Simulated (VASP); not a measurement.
Here is a VASP 6.6.1 calculation.

INCAR

```
SYSTEM = Sr3NbZn
PREC = Accurate
ENCUT = 520
EDIFF = 1E-6
ISMEAR = 0
SIGMA = 0.1
LREAL = .FALSE.
LASPH = .TRUE.
NELM = 60
ALGO = Normal
ISIF = 2
LWAVE = .FALSE.
LCHARG = .FALSE.
GGA = PE
NBANDS = 36
```

KPOINTS

```
Automatic mesh
0
G
  4 4 4
  0 0 0
```

File POSCAR:

```
Sr3NbZn
1.0
    5.8287068385      0.0000000000      0.0000000000
    0.0000000000      5.8287068385      0.0000000000
    0.0000000000      0.0000000000      5.8287068385
Sr Nb Zn
3 1 1
Direct
    0.0000000000      0.5000000000      0.5000000000
    0.5000000000      0.0000000000      0.5000000000
    0.5000000000      0.5000000000      0.0000000000
    0.0000000000      0.0000000000      0.0000000000
    0.5000000000      0.5000000000      0.5000000000
```

Potentials or basis: VASP PAW PBE potentials, release 64 (Sr_sv, Nb_sv, Zn).

Command:

```console
$ cat potpaw_PBE.64/Sr_sv/POTCAR potpaw_PBE.64/Nb_sv/POTCAR potpaw_PBE.64/Zn/POTCAR > POTCAR
$ mpirun -np 1 vasp_std > vasp.out
```

(1) Estimate the band gap on the k mesh.

(2) What does it give for the pressure?

Answers

(1) zero (an odd number of electrons rules out a gap without spin polarisation).

(2) 0.3 GPa.
